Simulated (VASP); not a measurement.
# V in VASP: further runs

Runs on V. Level: PBEsol. Tasks: single point, relaxation of cell and atoms.

All numbers are computed with VASP 6.6.1; they aren't measurements. Logs are shortened: lines on timing, memory, paths and dates and some standing lists are left out, and cuts for length are marked.

## 1. The cell of the first run

Symmetry: Fmmm, No. 69, orthorhombic system. The conventional cell has a = 2.832 Å, b = 4.303 Å, c = 8.790 Å, α = 90.00°, β = 90.00°, γ = 90.00°. V (site symmetry mm2) has 11 V at 2.38 to 2.95 Å within 3.1 Å.

## 2. Single point, PBEsol

Contents of INCAR:

```
PREC = Accurate
ENCUT = 520
EDIFF = 1E-6
ISMEAR = 0
SIGMA = 0.1
LREAL = False
LASPH = True
NELM = 100
ALGO = Normal
ISIF = 2
LWAVE = False
LCHARG = False
GGA = PS
NBANDS = 20
```

Contents of KPOINTS:

```
Automatic mesh
0
Gamma
  24 24 24
```

Contents of POSCAR:

```
V
1.0
    0.0000000000      2.1513068283      4.3952013742
    1.4159114955      0.0000000000      4.3952013742
    1.4159114955      2.1513068283      0.0000000000
V
2
Direct
    0.1355558423      0.1355558423      0.8644441577
    0.8644441577      0.8644441577      0.1355558423
```

Potentials or basis: VASP PAW PBE potentials, release 64 (V_sv).

Command:

```sh
cat potpaw_PBE.64/V_sv/POTCAR > POTCAR
mpirun -np 1 vasp_std > vasp.out
```

OUTCAR:

```text
PREC = Accurate
   ENCUT = 520
   EDIFF = 1E-6
   ISMEAR = 0
   LREAL = False
   LASPH = True
   NELM = 100
   ISIF = 2
   GGA = PS

 ion  position               nearest neighbor table
   1  0.136  0.136  0.864-   2 2.38   2 2.46   2 2.46
   2  0.864  0.864  0.136-   1 2.38   1 2.46   1 2.46

  LATTYP: Found a face centered orthorhombic cell.
 ALAT       =     2.8318229910
 B/A-ratio  =     1.5193794493
 C/A-ratio  =     3.1041497920

  Lattice vectors:

 A1 = (   0.0000000000,   2.1513068283,   4.3952013742)
 A2 = (   1.4159114955,   0.0000000000,   4.3952013742)
 A3 = (   1.4159114955,   2.1513068283,   0.0000000000)

Analysis of symmetry for initial positions (statically):
=====================================================================
 Subroutine PRICEL returns:
 Original cell was already a primitive cell.

 Routine SETGRP: Setting up the symmetry group for a
 face centered orthorhombic supercell.

 Subroutine GETGRP returns: Found  8 space group operations
 (whereof  8 operations were pure point group operations)
 out of a pool of  8 trial point group operations.

The static configuration has the point symmetry D_2h.

Analysis of symmetry for dynamics (positions and initial velocities):
=====================================================================
 Subroutine PRICEL returns:
 Original cell was already a primitive cell.

 Routine SETGRP: Setting up the symmetry group for a
 face centered orthorhombic supercell.

 Subroutine GETGRP returns: Found  8 space group operations
 (whereof  8 operations were pure point group operations)
 out of a pool of  8 trial point group operations.

The dynamic configuration has the point symmetry D_2h.

 Subroutine INISYM returns: Found  8 space group operations
 (whereof  8 operations are pure point group operations),
 and found     1 'primitive' translations

----------------------------------------------------------------------------------------

                                     Primitive cell

  volume of cell :      26.7761

  direct lattice vectors                    reciprocal lattice vectors
     0.000000000  2.151306828  4.395201374    -0.353129416  0.232416870  0.113760430
     1.415911496  0.000000000  4.395201374     0.353129416 -0.232416870  0.113760430
     1.415911496  2.151306828  0.000000000     0.353129416  0.232416870 -0.113760430

  length of vectors
     4.893456466  4.617640142  2.575446841     0.437789244  0.437789244  0.437789244

  position of ions in fractional coordinates (direct lattice)
     0.135555842  0.135555842  0.864444158
     0.864444158  0.864444158  0.135555842

  ion indices of the primitive-cell ions
   primitive index   ion index
                 1           1
                 2           2

----------------------------------------------------------------------------------------

 KPOINTS: Automatic mesh

Automatic generation of k-mesh.
 Grid dimensions read from file:
 generate k-points for:   24   24   24

 Generating k-lattice:

  Cartesian coordinates                     Fractional coordinates (reciprocal lattice)
    -0.014713726  0.009684036  0.004740018     0.041666667  0.000000000  0.000000000
     0.014713726 -0.009684036  0.004740018    -0.000000000  0.041666667 -0.000000000
     0.014713726  0.009684036 -0.004740018     0.000000000  0.000000000  0.041666667

  Length of vectors
     0.018241218  0.018241218  0.018241218

  Shift w.r.t. Gamma in fractional coordinates (k-lattice)
     0.000000000  0.000000000  0.000000000

 Subroutine IBZKPT returns following result:
 ===========================================

 Found   1963 irreducible k-points:

 Following reciprocal coordinates:
            Coordinates               Weight
  0.000000  0.000000  0.000000      1.000000
  0.041667  0.000000  0.000000      8.000000
  0.083333  0.000000  0.000000      8.000000
  0.125000  0.000000  0.000000      8.000000
  0.166667  0.000000  0.000000      8.000000
  0.208333  0.000000  0.000000      8.000000
[... 16 lines left out ...]
  0.416667  0.041667  0.000000      8.000000
  0.458333  0.041667 -0.000000      8.000000
 [... further k-points ...]
   k-points           NKPTS =   1963   k-points in BZ     NKDIM =   1963   number of bands    NBANDS=     20
   number of dos      NEDOS =    301   number of ions     NIONS =      2
   total plane-waves  NPLWV =  25920
   dimension x,y,z NGX =    36 NGY =   36 NGZ =   20
   dimension x,y,z NGXF=    72 NGYF=   72 NGZF=   40
   ions per type =               2
   NGX,Y,Z   is equivalent  to a cutoff of  12.23, 12.96, 12.91 a.u.
   NGXF,Y,Z  is equivalent  to a cutoff of  24.46, 25.92, 25.82 a.u.
 SYSTEM =  unknown system
   PREC   = accura    normal or accurate (medium, high low for compatibility)
   ISTART =      0    job   : 0-new  1-cont  2-samecut
   ICHARG =      2    charge: 1-file 2-atom 10-const
   ISPIN  =      1    spin polarized calculation?
   LNONCOLLINEAR =      F non collinear calculations
   LSORBIT =      F    spin-orbit coupling
   LASPH  =      T    aspherical Exc in radial PAW
   ENCUT  =  520.0 eV  38.22 Ry    6.18 a.u.   9.10  8.59  4.79*2*pi/ulx,y,z
   NELM   =    100;   NELMIN=  2; NELMDL= -5     # of ELM steps
   EDIFF  = 0.1E-05   stopping-criterion for ELM
   LREAL  =      F    real-space projection
[... 7 lines left out ...]
   TEBEG  =    0.0;   TEEND  =   0.0 temperature during run
   PSTRESS=    0.0 pullay stress
   NELECT =      26.0000    total number of electrons
   NUPDOWN=      -1.0000    fix difference up-down
   EMIN   =  10.00;   EMAX   =-10.00  energy-range for DOS
   EFERMI =   0.00;   METHOD = LEGACY
   ISMEAR =     0;   SIGMA  =   0.10  broadening in eV -4-tet -1-fermi 0-gaus
   EFERMI_NEDOS =   21; number of points for ismear=-14 and -15
   IALGO  =     38    algorithm
   IMIX   =      4    mixing-type and parameters
     AMIX     =   0.40;   BMIX     =  1.00
     AMIX_MAG =   1.60;   BMIX_MAG =  1.00
  volume/ion in A,a.u.               =      13.39        90.35
  Fermi-wavevector in a.u.,A,eV,Ry     =   1.621126  3.063485 35.756800  2.628051
  Thomas-Fermi vector in A             =   2.714953
   LORBIT       =      0    0 simple, 1 ext, 2 COOP (PROOUT), +10 PAW based schemes
   GGA     = PS    functional components
   LHFCALC =     F    Hartree Fock is set to
   AEXX    =    0.0000 exact exchange contribution
   IVDW    =     0    specifies the selected vdW correction
   LEPSILON=     F    determine dielectric tensor
   LRPA    =     F    only Hartree local field effects (RPA)
 non-spin polarized calculation
 Gauss-broadening in eV      SIGMA  =   0.10
  energy-cutoff  :      520.00
  volume of cell :       26.78
 maximum number of plane-waves:       744
   NGX = 19   NGY = 17   NGZ =  9

 number of electron      25.9999991 magnetization

 Free energy of the ion-electron system (eV)
  ---------------------------------------------------
  ext. energy  EPLUGINS =         0.00000000
  ---------------------------------------------------
  free energy    TOTEN  =       -18.73378355 eV

  energy without entropy =      -18.72280510  energy(sigma->0) =      -18.72829432

 E-fermi :  10.0175     XC(G=0): -13.0408

 val. band max:       10.0171998167   @ k =   0.3333   0.0000   0.3333
 cond. band min:      10.0179291389   @ k =  -0.4167   0.4167   0.1667
 fundamental gap:      0.0007293222
 Fermi energy:        10.0175318270

 k-point     1 :       0.0000    0.0000    0.0000
  band No.  band energies     occupation
      1     -53.8379      2.00000
      2     -53.5548      2.00000
      3     -28.4087      2.00000
      4     -27.3684      2.00000
      5     -27.2077      2.00000
      6     -27.1431      2.00000
[... 12 lines left out ...]
     19      12.4143      0.00000
     20      12.9098      0.00000

 k-point     2 :       0.0417    0.0000    0.0000
  band No.  band energies     occupation
      1     -53.8347      2.00000
      2     -53.5537      2.00000
      3     -28.4034      2.00000
      4     -27.3786      2.00000
      5     -27.2158      2.00000
      6     -27.1497      2.00000
[... 12 lines left out ...]
     19      12.6489      0.00000
     20      12.8977      0.00000

 k-point     3 :       0.0833    0.0000    0.0000
  band No.  band energies     occupation
      1     -53.8255      2.00000
      2     -53.5507      2.00000
      3     -28.3876      2.00000
      4     -27.4089      2.00000
      5     -27.2446      2.00000
      6     -27.1638      2.00000
[... 12 lines left out ...]
     19      12.8627      0.00000
     20      13.1987      0.00000

 k-point     4 :       0.1250    0.0000    0.0000
  band No.  band energies     occupation
      1     -53.8106      2.00000
      2     -53.5460      2.00000
      3     -28.3625      2.00000
      4     -27.4590      2.00000
      5     -27.2979      2.00000
      6     -27.1777      2.00000
[... 12 lines left out ...]
     19      12.8130      0.00000
     20      13.8368      0.00000

 k-point     5 :       0.1667    0.0000    0.0000
  band No.  band energies     occupation
      1     -53.7909      2.00000
      2     -53.5401      2.00000
      3     -28.3300      2.00000
      4     -27.5274      2.00000
      5     -27.3701      2.00000
      6     -27.1920      2.00000
[... 12 lines left out ...]
     19      12.7570      0.00000
     20      14.4659      0.00000
[... 353 lines left out ...]
      6     -27.2828      2.00000
[... 12 lines left out ...]
     19      12.6913      0.00000
     20      15.4289      0.00000

 k-point    22 :       0.3750    0.0417    0.0000
  band No.  band energies     occupation
      1     -53.6807      2.00000
      2     -53.5258      2.00000
      3     -28.1663      2.00000
      4     -27.9052      2.00000
      5     -27.6453      2.00000
      6     -27.3163      2.00000
[... 12 lines left out ...]
     19      12.7584      0.00000
     20      15.5526      0.00000

 k-point    23 :       0.4167    0.0417    0.0000
  band No.  band energies     occupation
      1     -53.6569      2.00000
      2     -53.5235      2.00000
      3     -28.1561      2.00000
      4     -27.9833      2.00000
      5     -27.6797      2.00000
      6     -27.3460      2.00000
[... 12 lines left out ...]
     19      13.0175      0.00000
     20      15.5550      0.00000

 k-point    24 :       0.4583    0.0417   -0.0000
  band No.  band energies     occupation
      1     -53.6382      2.00000
      2     -53.5222      2.00000
      3     -28.1583      2.00000
      4     -28.0422      2.00000
      5     -27.6971      2.00000
      6     -27.3685      2.00000
[... 12 lines left out ...]
     19      13.4534      0.00000
     20      15.4175      0.00000

 [... further k-points ...]
[... 5 lines left out ...]
  --------------------------------------------------------------------------------------
  -------------------------------------------------------------------------------------
  Total        0.0369568      0.0336851      0.0564608      0.0000000      0.0000000      0.0000000
  in kB        2.2113528      2.0155830      3.3783917      0.0000000      0.0000000      0.0000000
  external PRESSURE =       2.5351092 kB  Pullay stress =       0.0000000 kB

 VOLUME and BASIS-vectors are now :
 -----------------------------------------------------------------------------
  energy-cutoff  :      520.00
  volume of cell :       26.78
      direct lattice vectors                 reciprocal lattice vectors
     0.000000000  2.151306828  4.395201374    -0.353129416  0.232416870  0.113760430
     1.415911496  0.000000000  4.395201374     0.353129416 -0.232416870  0.113760430
     1.415911496  2.151306828  0.000000000     0.353129416  0.232416870 -0.113760430

 POSITION                                       TOTAL-FORCE (eV/Angst)
 -----------------------------------------------------------------------------------
      1.41591      2.15131      1.19159         0.000000      0.000000      0.005051
      1.41591      2.15131      7.59881         0.000000      0.000000     -0.005051
 -----------------------------------------------------------------------------------
    total drift:                               -0.000000     -0.000000      0.000000

  FREE ENERGIE OF THE ION-ELECTRON SYSTEM (eV)
  ---------------------------------------------------
  free  energy   TOTEN  =       -18.7337835464 eV

  energy  without entropy=      -18.7228051009  energy(sigma->0) =      -18.72829432
```

Run time: 18 min. Hardware: 1 thread of AMD EPYC 9R45 (Zen 5), shared host; peak memory 0.82 GiB.

Results:

```
Free energy            : -18.7338 eV
Pressure               : 0.3 GPa
Largest force          : 0.005 eV/Å
Band gap on the k mesh : zero (band 13 reaches 10.30 eV, above the bottom of band 14 at 9.31 eV)
```

Forces in eV/Å, atoms in the order of the input:
```
V    0.000  0.000  0.005
V    0.000  0.000 -0.005
```

Stress tensor (GPa, compression positive):
```
0.22 0.00 0.00
0.00 0.20 0.00
0.00 0.00 0.34
```

Caveat: the PAW data sets were made with another functional, which shifts forces and pressure a little.

[end of part 1 of 2]
